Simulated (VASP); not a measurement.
# HfC (P1) in VASP: notebook

HfC is run at these levels: PBEsol; tasks: single point.

All numbers are computed with VASP 6.6.1; they aren't measurements. Logs are shortened: lines on timing, memory, paths and dates and some standing lists are left out, and cuts for length are marked.

## Step 1: The cell of the first run

The typed cell holds 16 atoms: a = 6.705 Å, b = 6.705 Å, c = 6.705 Å, α = 60.00°, β = 60.00°, γ = 60.00°.

## Step 2: Single point, PBEsol (dynamics (nvt langevin) at 1800 K, volume x 1.06, from the last frame before)

Input file INCAR:

```
PREC = Accurate ; ENCUT = 520
EDIFF = 1E-7 ; ISMEAR = -1
SIGMA = 0.1551 ; LREAL = Auto
LASPH = True ; NELM = 100
ALGO = Normal ; ISIF = 2
LWAVE = False ; LCHARG = False
GGA = PS ; NBANDS = 70
```

Input file KPOINTS:

```
Automatic mesh
0
Gamma
  2 2 2
  0.5 0.5 0.5
```

Input file POSCAR:

```
HfC
1.0
   -4.7411996243      4.7411996243      0.0000000000
   -4.7411996243      0.0000000000      4.7411996243
    0.0000000000      4.7411996243      4.7411996243
Hf C
8 8
Direct
    0.7432248754      0.7533792675      0.7388027878
    0.2588315400      0.7499043031      0.7473946007
    0.7523882736      0.2565681887      0.7453343626
    0.7474006118      0.7450790475      0.2439073635
    0.2483049847      0.2468922620      0.7527283774
    0.2479553896      0.7564060331      0.2478033184
    0.7434763940      0.2472770803      0.2650365097
    0.2529238579      0.2451498760      0.2629168984
    0.0047519619     -0.0124485372     -0.0040943224
    0.5100859891     -0.0243156815      0.0122929859
   -0.0152464578      0.4921091042     -0.0007321987
    0.0090769222     -0.0129229952      0.5193941819
    0.4935252015      0.4939042195      0.0614807481
    0.5152751821     -0.0195381986      0.5238569765
    0.0158446187      0.4729841976      0.4801011728
    0.5184704705      0.5111276031      0.5071859847
```

Potentials or basis: VASP PAW PBE potentials, release 64 (Hf_pv, C).

The run is started by

```console
$ cat potpaw_PBE.64/Hf_pv/POTCAR potpaw_PBE.64/C/POTCAR > POTCAR
$ mpirun -np 1 vasp_std > vasp.out
```

OUTCAR:

```text
PREC = Accurate
   ENCUT = 520
   EDIFF = 1E-7
   ISMEAR = -1
   LREAL = Auto
   LASPH = True
   NELM = 100
   ISIF = 2
   GGA = PS

 ion  position               nearest neighbor table
   1  0.743  0.753  0.739-  14 2.10  10 2.36  12 2.38  11 2.38  13 2.46  15 2.56   2 3.23   7 3.25
                             3 3.28   5 3.31   4 3.33   6 3.34   6 3.37   4 3.37   5 3.39   3 3.43
   2  0.259  0.750  0.747-  12 2.27  16 2.27   9 2.31  14 2.31  11 2.52  13 2.62   1 3.23   8 3.28
                             3 3.31   5 3.32   4 3.33   6 3.34   6 3.37   4 3.38   5 3.39   3 3.40
   3  0.752  0.257  0.745-  16 2.24  15 2.29  12 2.35   9 2.39  10 2.48  13 2.64   1 3.28   7 3.28
                             8 3.30   2 3.31   5 3.32   4 3.32   4 3.39   5 3.39   2 3.40   8 3.41
   4  0.747  0.745  0.244-  16 2.21  10 2.22  11 2.36   9 2.37  15 2.40  14 2.45   7 3.28   6 3.30
                             3 3.32   2 3.33   1 3.33   8 3.34   1 3.37   8 3.37   2 3.38   3 3.39
   5  0.248  0.247  0.753-  11 2.33  14 2.36   9 2.39  15 2.41  10 2.47  16 2.54   8 3.27   7 3.30
                             6 3.30   1 3.31   2 3.32   3 3.32   3 3.39   2 3.39   1 3.39   6 3.40
   6  0.248  0.756  0.248-  13 2.15  10 2.29   9 2.35  12 2.39  15 2.46  16 2.52   4 3.30   5 3.30
                             7 3.34   1 3.34   2 3.34   8 3.35   8 3.36   2 3.37   1 3.37   7 3.37
   7  0.743  0.247  0.265-  13 2.16  11 2.31  14 2.35  16 2.41  12 2.47   9 2.51   1 3.25   4 3.28
                             3 3.28   5 3.30   8 3.30   6 3.34   6 3.37   8 3.40   5 3.41   3 3.42
   8  0.253  0.245  0.263-  15 2.11  13 2.34  12 2.38  10 2.47  14 2.48  11 2.52   5 3.27   2 3.28
                             3 3.30   7 3.30   4 3.34   6 3.35   6 3.36   4 3.37   7 3.40   3 3.41
   9  0.005  0.988  0.996-   2 2.31   6 2.35   4 2.37   5 2.39   3 2.39   7 2.51
  10  0.510  0.976  0.012-   4 2.22   6 2.29   1 2.36   8 2.47   5 2.47   3 2.48
  11  0.985  0.492  0.999-   7 2.31   5 2.33   4 2.36   1 2.38   2 2.52   8 2.52
  12  0.009  0.987  0.519-   2 2.27   3 2.35   1 2.38   8 2.38   6 2.39   7 2.47
  13  0.494  0.494  0.061-   6 2.15   7 2.16   8 2.34   1 2.46   2 2.62   3 2.64
  14  0.515  0.980  0.524-   1 2.10   2 2.31   7 2.35   5 2.36   4 2.45   8 2.48
  15  0.016  0.473  0.480-   8 2.11   3 2.29   4 2.40   5 2.41   6 2.46   1 2.56
  16  0.518  0.511  0.507-   4 2.21   3 2.24   2 2.27   7 2.41   6 2.52   5 2.54

  LATTYP: Found a face centered cubic cell.
 ALAT       =     9.4823992486

  Lattice vectors:

 A1 = (  -4.7411996243,   4.7411996243,   0.0000000000)
 A2 = (  -4.7411996243,   0.0000000000,   4.7411996243)
 A3 = (   0.0000000000,   4.7411996243,   4.7411996243)

Analysis of symmetry for initial positions (statically):
=====================================================================
 Subroutine PRICEL returns:
 Original cell was already a primitive cell.

 Routine SETGRP: Setting up the symmetry group for a
 face centered cubic supercell.

 Subroutine GETGRP returns: Found  1 space group operations
 (whereof  1 operations were pure point group operations)
 out of a pool of 48 trial point group operations.

The static configuration has the point symmetry C_1 .

Analysis of symmetry for dynamics (positions and initial velocities):
=====================================================================
 Subroutine PRICEL returns:
 Original cell was already a primitive cell.

 Routine SETGRP: Setting up the symmetry group for a
 face centered cubic supercell.

 Subroutine GETGRP returns: Found  1 space group operations
 (whereof  1 operations were pure point group operations)
 out of a pool of 48 trial point group operations.

The dynamic configuration has the point symmetry C_1 .

 Subroutine INISYM returns: Found  1 space group operations
 (whereof  1 operations are pure point group operations),
 and found     1 'primitive' translations

----------------------------------------------------------------------------------------

                                     Primitive cell

  volume of cell :     213.1546

  direct lattice vectors                    reciprocal lattice vectors
    -4.741199624  4.741199624  0.000000000    -0.105458542  0.105458542 -0.105458542
    -4.741199624  0.000000000  4.741199624    -0.105458542 -0.105458542  0.105458542
     0.000000000  4.741199624  4.741199624     0.105458542  0.105458542  0.105458542

  length of vectors
     6.705068811  6.705068811  6.705068811     0.182659553  0.182659553  0.182659553

  position of ions in fractional coordinates (direct lattice)
     0.743224875  0.753379268  0.738802788
     0.258831540  0.749904303  0.747394601
     0.752388274  0.256568189  0.745334363
     0.747400612  0.745079047  0.243907363
     0.248304985  0.246892262  0.752728377
     0.247955390  0.756406033  0.247803318
[... 8 lines left out ...]
     0.015844619  0.472984198  0.480101173
     0.518470470  0.511127603  0.507185985

  ion indices of the primitive-cell ions
   primitive index   ion index
                 1           1
                 2           2
                 3           3
                 4           4
                 5           5
                 6           6
[... 8 lines left out ...]
                15          15
                16          16

----------------------------------------------------------------------------------------

 KPOINTS: Automatic mesh

Automatic generation of k-mesh.
 Grid dimensions read from file:
 generate k-points for:    2    2    2

 Generating k-lattice:

  Cartesian coordinates                     Fractional coordinates (reciprocal lattice)
    -0.052729271  0.052729271 -0.052729271     0.500000000  0.000000000  0.000000000
    -0.052729271 -0.052729271  0.052729271     0.000000000  0.500000000  0.000000000
     0.052729271  0.052729271  0.052729271     0.000000000  0.000000000  0.500000000

  Length of vectors
     0.091329776  0.091329776  0.091329776

  Shift w.r.t. Gamma in fractional coordinates (k-lattice)
     0.500000000  0.500000000  0.500000000

 Subroutine IBZKPT returns following result:
 ===========================================

 Found     16 irreducible k-points:

 Following reciprocal coordinates:
            Coordinates               Weight
  0.250000  0.250000  0.250000      2.000000
  0.250000  0.000000  0.000000      2.000000
  0.000000  0.000000 -0.250000      2.000000
  0.000000  0.250000  0.000000      2.000000
 -0.250000  0.250000  0.250000      2.000000
  0.250000 -0.250000  0.250000      2.000000
[... 8 lines left out ...]
  0.000000  0.250000  0.500000      2.000000
  0.500000  0.250000  0.000000      2.000000
   k-points           NKPTS =     16   k-points in BZ     NKDIM =     16   number of bands    NBANDS=     70
   number of dos      NEDOS =    301   number of ions     NIONS =     16
   total plane-waves  NPLWV = 125000
   dimension x,y,z NGX =    50 NGY =   50 NGZ =   50
   dimension x,y,z NGXF=   100 NGYF=  100 NGZF=  100
   ions per type =               8   8
   NGX,Y,Z   is equivalent  to a cutoff of  12.40, 12.40, 12.40 a.u.
   NGXF,Y,Z  is equivalent  to a cutoff of  24.79, 24.79, 24.79 a.u.
 SYSTEM =  unknown system
   PREC   = accura    normal or accurate (medium, high low for compatibility)
   ISTART =      0    job   : 0-new  1-cont  2-samecut
   ICHARG =      2    charge: 1-file 2-atom 10-const
   ISPIN  =      1    spin polarized calculation?
   LNONCOLLINEAR =      F non collinear calculations
   LSORBIT =      F    spin-orbit coupling
   LASPH  =      T    aspherical Exc in radial PAW
   ENCUT  =  520.0 eV  38.22 Ry    6.18 a.u.  12.47 12.47 12.47*2*pi/ulx,y,z
   NELM   =    100;   NELMIN=  2; NELMDL= -5     # of ELM steps
   EDIFF  = 0.1E-06   stopping-criterion for ELM
   LREAL  =      T    real-space projection
   EDIFFG = 0.1E-05   stopping-criterion for IOM
   NSW    =      0    number of steps for IOM
   IBRION =     -1    ionic relax: 0-MD 1-quasi-New 2-CG
   NFREE  =      0    steps in history (QN), initial steepest desc. (CG)
   ISIF   =      2    stress and relaxation
   ISYM   =      2    0-nonsym 1-usesym 2-fastsym
   POTIM  = 0.5000    time-step for ionic-motion
   TEBEG  =    0.0;   TEEND  =   0.0 temperature during run
   PSTRESS=    0.0 pullay stress
   NELECT =     112.0000    total number of electrons
   NUPDOWN=      -1.0000    fix difference up-down
   EMIN   =  10.00;   EMAX   =-10.00  energy-range for DOS
   EFERMI =   0.00;   METHOD = LEGACY
   ISMEAR =    -1;   SIGMA  =   0.16  broadening in eV -4-tet -1-fermi 0-gaus
   EFERMI_NEDOS =   21; number of points for ismear=-14 and -15
   IALGO  =     38    algorithm
   IMIX   =      4    mixing-type and parameters
     AMIX     =   0.40;   BMIX     =  1.00
     AMIX_MAG =   1.60;   BMIX_MAG =  1.00
  volume/ion in A,a.u.               =      13.32        89.90
  Fermi-wavevector in a.u.,A,eV,Ry     =   1.321040  2.496403 23.744158  1.745146
  Thomas-Fermi vector in A             =   2.450823
   LORBIT       =      0    0 simple, 1 ext, 2 COOP (PROOUT), +10 PAW based schemes
   GGA     = PS    functional components
   LHFCALC =     F    Hartree Fock is set to
   AEXX    =    0.0000 exact exchange contribution
   IVDW    =     0    specifies the selected vdW correction
   LEPSILON=     F    determine dielectric tensor
   LRPA    =     F    only Hartree local field effects (RPA)
 non-spin polarized calculation
  energy-cutoff  :      520.00
  volume of cell :      213.15
 maximum number of plane-waves:      5756
 NGX is ok and might be reduce to    50
   NGX = 25   NGY = 25   NGZ = 25

 number of electron     111.9999998 magnetization

 Free energy of the ion-electron system (eV)
  ---------------------------------------------------
  ext. energy  EPLUGINS =         0.00000000
  ---------------------------------------------------
  free energy    TOTEN  =      -174.34012090 eV

  energy without entropy =     -174.13233162  energy(sigma->0) =     -174.23622626

 E-fermi :   5.3910     XC(G=0): -12.1202

 val. band max:        5.2403012964   @ k =   0.2500   0.2500   0.2500
 cond. band min:       5.5443480692   @ k =   0.2500   0.0000   0.0000
 fundamental gap:      0.3040467728
 Fermi energy:         5.3909638843

 k-point     1 :       0.2500    0.2500    0.2500
  band No.  band energies     occupation
      1     -24.9763      2.00000
      2     -24.9669      2.00000
      3     -24.9647      2.00000
      4     -24.9148      2.00000
      5     -24.8794      2.00000
      6     -24.8462      2.00000
[... 60 lines left out ...]
     67       9.4956      0.00000
     68       9.5741      0.00000

 k-point     2 :       0.2500    0.0000    0.0000
  band No.  band energies     occupation
      1     -24.9840      2.00000
      2     -24.9672      2.00000
      3     -24.9542      2.00000
      4     -24.9167      2.00000
      5     -24.8759      2.00000
      6     -24.8465      2.00000
[... 60 lines left out ...]
     67       9.5538      0.00000
     68       9.5950      0.00000

 k-point     3 :       0.0000    0.0000   -0.2500
  band No.  band energies     occupation
      1     -24.9941      2.00000
      2     -24.9742      2.00000
      3     -24.9441      2.00000
      4     -24.9270      2.00000
      5     -24.8658      2.00000
      6     -24.8373      2.00000
[... 912 lines left out ...]
     67       9.0922      0.00000
     68       9.5514      0.00000

 k-point    16 :       0.5000    0.2500    0.0000
  band No.  band energies     occupation
      1     -24.9228      2.00000
      2     -24.9049      2.00000
      3     -24.8629      2.00000
      4     -24.8408      2.00000
      5     -24.8233      2.00000
      6     -24.7944      2.00000
[... 60 lines left out ...]
     67       9.0757      0.00000
     68       9.7576      0.00000
 [bands above 68 left out]

------------------------ aborting loop because EDIFF is reached ----------------------------------------

  FORCE on cell =-STRESS in cart. coord.  units (eV):
  Direction    XX          YY          ZZ          XY          YZ          ZX
  --------------------------------------------------------------------------------------
  -------------------------------------------------------------------------------------
  Total      -20.5592302    -17.5464774    -19.0007787     -0.3451451     -1.2931767      0.3440935
  in kB     -154.5335255   -131.8881585   -142.8194189     -2.5942847     -9.7201670      2.5863800
  external PRESSURE =    -143.0803677 kB  Pullay stress =       0.0000000 kB

 VOLUME and BASIS-vectors are now :
 -----------------------------------------------------------------------------
  energy-cutoff  :      520.00
  volume of cell :      213.15
      direct lattice vectors                 reciprocal lattice vectors
    -4.741199624  4.741199624  0.000000000    -0.105458542  0.105458542 -0.105458542
    -4.741199624  0.000000000  4.741199624    -0.105458542 -0.105458542  0.105458542
     0.000000000  4.741199624  4.741199624     0.105458542  0.105458542  0.105458542

 POSITION                                       TOTAL-FORCE (eV/Angst)
 -----------------------------------------------------------------------------------
     -7.09570      7.02659      7.07473        -0.199029      2.980966      0.855627
     -4.78262      4.77072      7.09899         1.070461     -0.322761      0.378836
     -4.78366      7.10100      4.75022         0.801294      1.084739     -0.686313
     -7.07614      4.69999      4.68898        -0.919294      0.724757     -0.327109
     -2.34783      4.74610      4.73940         0.389540      0.535070      0.796480
     -4.76188      2.35049      4.76116         0.277832      0.334565      0.254293
[... 8 lines left out ...]
     -2.31764      2.35138      4.51877        -0.212027      0.647854      2.783817
     -4.88153      4.86284      4.82803         1.924174     -0.543762     -0.619273
 -----------------------------------------------------------------------------------
    total drift:                                0.002527     -0.011385     -0.007056

  FREE ENERGIE OF THE ION-ELECTRON SYSTEM (eV)
  ---------------------------------------------------
  free  energy   TOTEN  =      -174.3401208999 eV

  energy  without entropy=     -174.1323316203  energy(sigma->0) =     -174.23622626
```

Wall time 5.2 min (1 thread of Intel Xeon 6975P-C (Granite Rapids), shared host); peak memory 0.43 GiB.

Results:

```
Free energy            : -174.3401 eV
Pressure               : -14.3 GPa
Largest force          : 3.494 eV/Å
Band gap on the k mesh : 0.30 eV, indirect (least direct gap 0.31 eV)
```

Forces on the atoms (eV/Å):
```
Hf  -0.199  2.981  0.856
Hf   1.070 -0.323  0.379
Hf   0.801  1.085 -0.686
Hf  -0.919  0.725 -0.327
Hf   0.390  0.535  0.796
Hf   0.278  0.335  0.254
Hf  -0.862  0.245 -0.677
Hf  -0.038 -0.633 -1.082
C   -0.576  0.367  0.901
C   -0.655 -1.336  0.507
C   -0.888  1.191 -0.115
C    0.042 -0.790 -0.087
C   -0.132 -2.115 -2.778
C   -0.026 -2.370 -0.107
C   -0.212  0.648  2.784
C    1.924 -0.544 -0.619
```

Stress tensor (GPa, compression positive):
```
-15.45  -0.26   0.26
 -0.26 -13.19  -0.97
  0.26  -0.97 -14.28
```

Levels at points of the mesh, in eV from the valence-band top:
```tsv
k point	band 54	band 55	band 56	band 57	band 58	band 59
(0.25, 0.25, 0.25)	-0.50	-0.21	0.00	0.44	0.55	0.69
```

Caveat: the k points lie up to 0.57 Å⁻¹ apart; the PAW data sets were made with another functional, which shifts forces and pressure a little; spin-orbit coupling is left out, which moves the levels of the heavy elements. A k mesh can miss the band edges.

(Part 1 of 2 ends here.)
